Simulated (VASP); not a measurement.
# TiO2 in VASP: further runs

TiO2 is run at these levels: r2SCAN+U; tasks: single point.

Program: VASP 6.6.1. These are calculated values, not measurements. Logs are shortened: lines on timing, memory, paths and dates and some standing lists are left out, and cuts for length are marked.

### Step 1. The cell of the first run

The structure is tetragonal, space group I4_1/amd (No. 141). The conventional cell has a = 3.607 Å, b = 3.607 Å, c = 9.177 Å, α = 90.00°, β = 90.00°, γ = 90.00°. Ti (site symmetry -4m2) has 6 O at 1.85 to 1.89 Å within 2.5 Å. Within 2.5 Å of O (site symmetry 2mm) lie 3 Ti at 1.85 to 1.89 Å and 2 O at 2.34 Å.

### Step 2. Single point, r2SCAN+U (strain -0.050 along x and y, -0.050 along z)

POSCAR

```
TiO2
1.0
    2.5505206262     -2.5505263665     -0.0191505320
    2.5505206262      2.5505263665     -0.0191505320
   -2.5161299842      0.0000000000      4.6075967637
Ti O
2 4
Direct
    0.1249948851      0.8750051149      0.2500000000
    0.8750051149      0.1249948851      0.7500000000
    0.3311340192      0.0811285959      0.6622697772
    0.6688659808      0.9188714041      0.3377302228
    0.9188714041      0.6688659808      0.8377302228
    0.0811285959      0.3311340192      0.1622697772
```

INCAR.step1

```
PREC = Accurate ; ENCUT = 520
ISMEAR = 0 ; SIGMA = 0.05
LREAL = F ; LASPH = T
NELM = 150 ; LMAXMIX = 4
LDAU = T ; LDAUTYPE = 2
LDAUL = 2 -1 ; LDAUU = 4 0
LDAUJ = 0 0 ; NBANDS = 33
GGA = PE ; ALGO = Normal
EDIFF = 1E-4 ; LWAVE = T
LCHARG = F
```

INCAR.step2

```
PREC = Accurate ; ENCUT = 520
EDIFF = 1E-6 ; ISMEAR = 0
SIGMA = 0.05 ; LREAL = F
LASPH = T ; NELM = 150
ALGO = Normal ; ISIF = 2
LWAVE = F ; LCHARG = F
LMAXMIX = 4 ; LDAU = T
LDAUTYPE = 2 ; LDAUL = 2 -1
LDAUU = 4 0 ; LDAUJ = 0 0
LDAUPRINT = 1 ; METAGGA = R2SCAN
LMIXTAU = T ; NBANDS = 33
ISTART = 1
```

KPOINTS

```
regular mesh
0
Gamma
  6 6 6
```

Potentials or basis: VASP PAW PBE potentials, release 64 (Ti_sv, O).

Started as:

```console
> cat potpaw_PBE.64/Ti_sv/POTCAR potpaw_PBE.64/O/POTCAR > POTCAR
> cp INCAR.step1 INCAR
> mpirun -np 1 vasp_std > vasp.out
> cp INCAR.step2 INCAR
> mpirun -np 1 vasp_std > vasp.out
```

OUTCAR:

```text
PREC = Accurate
   ENCUT = 520
   EDIFF = 1E-6
   ISMEAR = 0
   LREAL = F
   LASPH = T
   NELM = 150
   ISIF = 2
   METAGGA = R2SCAN
   ISTART = 1

 ion  position               nearest neighbor table
   1  0.125  0.875  0.250-   4 1.85   6 1.85   4 1.85   6 1.85   3 1.89   5 1.89   2 2.92   2 2.92
                             2 2.92   2 2.92
   2  0.875  0.125  0.750-   3 1.85   5 1.85   5 1.85   3 1.85   6 1.89   4 1.89   1 2.92   1 2.92
                             1 2.92   1 2.92
   3  0.331  0.081  0.662-   2 1.85   2 1.85   1 1.89
   4  0.669  0.919  0.338-   1 1.85   1 1.85   2 1.89
   5  0.919  0.669  0.838-   2 1.85   2 1.85   1 1.89
   6  0.081  0.331  0.162-   1 1.85   1 1.85   2 1.89

  Warning from LATTYP: Got some problem with cell dimensions!
  Tried to take original basis but could not verify dimensions!
  LATTYP: Found a base centered monoclinic cell.
 ALAT       =     5.1011850418
 B/A-ratio  =     0.9999740631
 C/A-ratio  =     1.0291302335
 COS(beta)  =    -0.4858354229

  Lattice vectors:

 A1 = (  -2.5505206262,   2.5505263665,   0.0191505320)
 A2 = (  -2.5505206262,  -2.5505263665,   0.0191505320)
 A3 = (   2.5849112682,   0.0000000000,   4.5692956997)

Analysis of symmetry for initial positions (statically):
=====================================================================
 Subroutine PRICEL returns:
 Original cell was already a primitive cell.

 Routine SETGRP: Setting up the symmetry group for a
 base centered monoclinic supercell.

 Subroutine GETGRP returns: Found  4 space group operations
 (whereof  2 operations were pure point group operations)
 out of a pool of  4 trial point group operations.

The static configuration has the point symmetry S_2 .
 The point group associated with its full space group is C_2h.

Analysis of symmetry for dynamics (positions and initial velocities):
=====================================================================
 Subroutine PRICEL returns:
 Original cell was already a primitive cell.

 Routine SETGRP: Setting up the symmetry group for a
 base centered monoclinic supercell.

 Subroutine GETGRP returns: Found  4 space group operations
 (whereof  2 operations were pure point group operations)
 out of a pool of  4 trial point group operations.

The dynamic configuration has the point symmetry S_2 .
 The point group associated with its full space group is C_2h.

 Subroutine INISYM returns: Found  4 space group operations
 (whereof  2 operations are pure point group operations),
 and found     1 'primitive' translations

----------------------------------------------------------------------------------------

                                     Primitive cell

  volume of cell :      59.7006

  direct lattice vectors                    reciprocal lattice vectors
     2.550520626 -2.550526367 -0.019150532     0.196845523 -0.196037966  0.107493982
     2.550520626  2.550526367 -0.019150532     0.196845523  0.196037966  0.107493982
    -2.516129984  0.000000000  4.607596764     0.001636296  0.000000000  0.217926434

  length of vectors
     3.607035757  3.607035757  5.249843620     0.297882527  0.297882527  0.217932577

  position of ions in fractional coordinates (direct lattice)
     0.124994885  0.875005115  0.250000000
     0.875005115  0.124994885  0.750000000
     0.331134019  0.081128596  0.662269777
     0.668865981  0.918871404  0.337730223
     0.918871404  0.668865981  0.837730223
     0.081128596  0.331134019  0.162269777

  ion indices of the primitive-cell ions
   primitive index   ion index
                 1           1
                 2           2
[... 115 lines left out ...]
 maximum number of plane-waves:      1630
   NGX = 13   NGY = 13   NGZ = 19

atom =   1  type =  1  l = 2

 onsite density matrix

spin component  1

  0.2863 -0.0013 -0.0000  0.0000  0.0000
 -0.0013  0.1121  0.0000 -0.0000  0.0000
 -0.0000  0.0000  0.2792  0.0022  0.0000
  0.0000 -0.0000  0.0022  0.1121  0.0001
  0.0000  0.0000  0.0000  0.0001  0.1047

spin component  2

  0.2863 -0.0013 -0.0000  0.0000  0.0000
 -0.0013  0.1121  0.0000 -0.0000  0.0000
 -0.0000  0.0000  0.2792  0.0022  0.0000
  0.0000 -0.0000  0.0022  0.1121  0.0001
  0.0000  0.0000  0.0000  0.0001  0.1047

 occupancies and eigenvectors

  o =  0.1047  v = -0.0000 -0.0000  0.0001 -0.0074  1.0000  0.0000  0.0000  0.0000  0.0000  0.0000      0.0000  0.0000  0.0000  0.0000  0.0000  0.0000  0.0000  0.0000  0.0000  0.0000
  o =  0.1047  v =  0.0000  0.0000  0.0000  0.0000  0.0000 -0.0000 -0.0000  0.0001 -0.0074  1.0000      0.0000  0.0000  0.0000  0.0000  0.0000  0.0000  0.0000  0.0000  0.0000  0.0000
  o =  0.1121  v =  0.0000  0.0000  0.0000  0.0000  0.0000  0.0076  1.0000 -0.0000  0.0000  0.0000      0.0000  0.0000  0.0000  0.0000  0.0000  0.0000  0.0000  0.0000  0.0000  0.0000
  o =  0.1121  v =  0.0076  1.0000 -0.0000  0.0000  0.0000  0.0000  0.0000  0.0000  0.0000  0.0000      0.0000  0.0000  0.0000  0.0000  0.0000  0.0000  0.0000  0.0000  0.0000  0.0000
  o =  0.1121  v =  0.0000  0.0000  0.0000  0.0000  0.0000  0.0000  0.0000  0.0130 -0.9999 -0.0074      0.0000  0.0000  0.0000  0.0000  0.0000  0.0000  0.0000  0.0000  0.0000  0.0000
  o =  0.1121  v =  0.0000  0.0000  0.0130 -0.9999 -0.0074  0.0000  0.0000  0.0000  0.0000  0.0000      0.0000  0.0000  0.0000  0.0000  0.0000  0.0000  0.0000  0.0000  0.0000  0.0000
  o =  0.2792  v = -0.0000 -0.0000 -0.9999 -0.0130 -0.0000  0.0000  0.0000  0.0000  0.0000  0.0000      0.0000  0.0000  0.0000  0.0000  0.0000  0.0000  0.0000  0.0000  0.0000  0.0000
  o =  0.2792  v =  0.0000  0.0000  0.0000  0.0000  0.0000 -0.0000 -0.0000 -0.9999 -0.0130 -0.0000      0.0000  0.0000  0.0000  0.0000  0.0000  0.0000  0.0000  0.0000  0.0000  0.0000
  o =  0.2863  v = -1.0000  0.0076  0.0000  0.0000 -0.0000  0.0000  0.0000  0.0000  0.0000  0.0000      0.0000  0.0000  0.0000  0.0000  0.0000  0.0000  0.0000  0.0000  0.0000  0.0000
  o =  0.2863  v =  0.0000  0.0000  0.0000  0.0000  0.0000 -1.0000  0.0076  0.0000  0.0000 -0.0000      0.0000  0.0000  0.0000  0.0000  0.0000  0.0000  0.0000  0.0000  0.0000  0.0000

atom =   2  type =  1  l = 2

 onsite density matrix

spin component  1

  0.2863 -0.0013 -0.0000  0.0000  0.0000
 -0.0013  0.1121  0.0000 -0.0000  0.0000
 -0.0000  0.0000  0.2792  0.0022  0.0000
  0.0000 -0.0000  0.0022  0.1121  0.0001
  0.0000  0.0000  0.0000  0.0001  0.1047

spin component  2

  0.2863 -0.0013 -0.0000  0.0000  0.0000
 -0.0013  0.1121  0.0000 -0.0000  0.0000
 -0.0000  0.0000  0.2792  0.0022  0.0000
  0.0000 -0.0000  0.0022  0.1121  0.0001
  0.0000  0.0000  0.0000  0.0001  0.1047

 occupancies and eigenvectors

  o =  0.1047  v = -0.0000 -0.0000  0.0001 -0.0074  1.0000  0.0000  0.0000  0.0000  0.0000  0.0000      0.0000  0.0000  0.0000  0.0000  0.0000  0.0000  0.0000  0.0000  0.0000  0.0000
  o =  0.1047  v =  0.0000  0.0000  0.0000  0.0000  0.0000 -0.0000 -0.0000  0.0001 -0.0074  1.0000      0.0000  0.0000  0.0000  0.0000  0.0000  0.0000  0.0000  0.0000  0.0000  0.0000
  o =  0.1121  v =  0.0000  0.0000  0.0000  0.0000  0.0000  0.0076  1.0000 -0.0000  0.0000  0.0000      0.0000  0.0000  0.0000  0.0000  0.0000  0.0000  0.0000  0.0000  0.0000  0.0000
  o =  0.1121  v =  0.0076  1.0000 -0.0000  0.0000  0.0000  0.0000  0.0000  0.0000  0.0000  0.0000      0.0000  0.0000  0.0000  0.0000  0.0000  0.0000  0.0000  0.0000  0.0000  0.0000
  o =  0.1121  v =  0.0000  0.0000  0.0000  0.0000  0.0000  0.0000  0.0000  0.0130 -0.9999 -0.0074      0.0000  0.0000  0.0000  0.0000  0.0000  0.0000  0.0000  0.0000  0.0000  0.0000
  o =  0.1121  v =  0.0000  0.0000  0.0130 -0.9999 -0.0074  0.0000  0.0000  0.0000  0.0000  0.0000      0.0000  0.0000  0.0000  0.0000  0.0000  0.0000  0.0000  0.0000  0.0000  0.0000
  o =  0.2792  v = -0.0000 -0.0000 -0.9999 -0.0130 -0.0000  0.0000  0.0000  0.0000  0.0000  0.0000      0.0000  0.0000  0.0000  0.0000  0.0000  0.0000  0.0000  0.0000  0.0000  0.0000
  o =  0.2792  v =  0.0000  0.0000  0.0000  0.0000  0.0000 -0.0000 -0.0000 -0.9999 -0.0130 -0.0000      0.0000  0.0000  0.0000  0.0000  0.0000  0.0000  0.0000  0.0000  0.0000  0.0000
  o =  0.2863  v = -1.0000  0.0076  0.0000  0.0000 -0.0000  0.0000  0.0000  0.0000  0.0000  0.0000      0.0000  0.0000  0.0000  0.0000  0.0000  0.0000  0.0000  0.0000  0.0000  0.0000
  o =  0.2863  v =  0.0000  0.0000  0.0000  0.0000  0.0000 -1.0000  0.0076  0.0000  0.0000 -0.0000      0.0000  0.0000  0.0000  0.0000  0.0000  0.0000  0.0000  0.0000  0.0000  0.0000

 number of electron      48.0000006 magnetization

 Free energy of the ion-electron system (eV)
  ---------------------------------------------------
  ext. energy  EPLUGINS =         0.00000000
  ---------------------------------------------------
  free energy    TOTEN  =       -62.94359890 eV

  energy without entropy =      -62.94359890  energy(sigma->0) =      -62.94359890

 E-fermi :   4.9055     XC(G=0): -12.2118

 val. band max:        4.4867906146   @ k =  -0.0000  -0.0000   0.5000
 cond. band min:       8.1604598869   @ k =   0.0000   0.0000   0.0000
 fundamental gap:      3.6736692723
 Fermi energy:         4.9054697311

 k-point     1 :       0.0000    0.0000    0.0000
  band No.  band energies     occupation
      1     -54.2452      2.00000
      2     -54.1377      2.00000
      3     -29.8803      2.00000
      4     -29.4698      2.00000
      5     -29.4698      2.00000
      6     -29.3584      2.00000
[... 853 lines left out ...]
     32      12.6754      0.00000
     33      12.7156      0.00000

 [... further k-points ...]

------------------------ aborting loop because EDIFF is reached ----------------------------------------

  FORCE on cell =-STRESS in cart. coord.  units (eV):
  Direction    XX          YY          ZZ          XY          YZ          ZX
  --------------------------------------------------------------------------------------
  -------------------------------------------------------------------------------------
  Total       20.2968118     20.2968699     20.8791601      0.0000000      0.0000000      0.0071121
  in kB      544.7028755    544.7044328    560.3312794      0.0000000      0.0000000      0.1908671
  external PRESSURE =     549.9128626 kB  Pullay stress =       0.0000000 kB

 VOLUME and BASIS-vectors are now :
 -----------------------------------------------------------------------------
  energy-cutoff  :      520.00
  volume of cell :       59.70
      direct lattice vectors                 reciprocal lattice vectors
     2.550520626 -2.550526367 -0.019150532     0.196845523 -0.196037966  0.107493982
     2.550520626  2.550526367 -0.019150532     0.196845523  0.196037966  0.107493982
    -2.516129984  0.000000000  4.607596764     0.001636296  0.000000000  0.217926434

 POSITION                                       TOTAL-FORCE (eV/Angst)
 -----------------------------------------------------------------------------------
      1.92149      1.91292      1.13275        -0.000000     -0.002895     -0.000000
      0.66342     -1.91292      3.43655        -0.000000      0.002895     -0.000000
     -0.61487     -0.63765      3.04358         0.009888      0.000145      1.346155
      3.19978      0.63765      1.52572        -0.009888     -0.000145     -1.346155
      1.94172     -0.63765      3.82952        -0.009888      0.000145     -1.346155
      0.64319      0.63765      0.73978         0.009888     -0.000145      1.346155
 -----------------------------------------------------------------------------------
    total drift:                               -0.000000     -0.000000      0.000000

  FREE ENERGIE OF THE ION-ELECTRON SYSTEM (eV)
  ---------------------------------------------------
  free  energy   TOTEN  =       -62.9435989044 eV

  energy  without entropy=      -62.9435989044  energy(sigma->0) =      -62.94359890
```

It took 14 min on 1 thread of Oxide Virtual Turin-like, shared host; peak memory 0.21 GiB.

What came out:

| Quantity | Value |
| --- | --- |
| Free energy | -62.9436 eV |
| Pressure | 55.0 GPa |
| Largest force | 1.346 eV/Å |
| Band gap on the k mesh | 3.67 eV (least direct gap 3.97 eV) |

Forces in eV/Å, atoms in the order of the input:
```
Ti   0.000 -0.003  0.000
Ti   0.000  0.003  0.000
O    0.010  0.000  1.346
O   -0.010  0.000 -1.346
O   -0.010  0.000 -1.346
O    0.010  0.000  1.346
```

Eigenvalues of the final occupation matrices:
| site | spin | trace | eigenvalues |
| --- | --- | --- | --- |
| site 1 d | 1 | 0.89 | 0.10 0.11 0.11 0.28 0.29 |
| site 1 d | 2 | 0.89 | 0.10 0.11 0.11 0.28 0.29 |
| site 2 d | 1 | 0.89 | 0.10 0.11 0.11 0.28 0.29 |
| site 2 d | 2 | 0.89 | 0.10 0.11 0.11 0.28 0.29 |

Caveat: the cell differs from its parent crystal (strain -0.050 along x and y, -0.050 along z); the cell stands under pressure; the PAW data sets were made with another functional, which shifts forces and pressure a little. A k mesh can miss the band edges.

[end of part 1 of 2]
